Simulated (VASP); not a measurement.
TlCl, 2 atoms in the cell. The structure is cubic, space group Pm-3m (No. 221). Conventional cell: a = 3.694 Å, b = 3.694 Å, c = 3.694 Å, α = 90.00°, β = 90.00°, γ = 90.00°. Within 4.2 Å of Tl (site symmetry m-3m) lie 8 Cl at 3.20 Å and 6 Tl at 3.69 Å. Within 4.2 Å of Cl (site symmetry m-3m) lie 8 Tl at 3.20 Å and 6 Cl at 3.69 Å. 

- Program: VASP 6.6.1
- Task: vibrations by perturbation theory
- Functional: LDA
- Potentials or basis: VASP PAW LDA potentials, release 64 (Tl_d, Cl)
- Cutoff: 500 eV
- k mesh: 6 × 6 × 6
- Occupations: gaussian, width 0.01 eV
- Spin: no spin polarisation
- Dipole correction: no
- Further INCAR settings: ALGO = Normal; EDIFF = 1e-08; IBRION = 8; NSW = 1

Potentials or basis: VASP PAW LDA potentials, release 64 (Tl_d, Cl).

Run with:

```sh
$ cat potpaw_LDA.64/Tl_d/POTCAR potpaw_LDA.64/Cl/POTCAR > POTCAR
$ mpirun -np 1 vasp_std > vasp.out
```

Hardware: 1 thread of Intel(R) Xeon(R) Platinum 8488C (Sapphire Rapids), on a shared host.

**Question.** Estimate the wall time of this run.

**Answer.** Run time: 40 s on 1 thread of Intel(R) Xeon(R) Platinum 8488C (Sapphire Rapids), on a shared host, peak memory 0.21 GiB. Counts: scf iterations 39, k points 20.
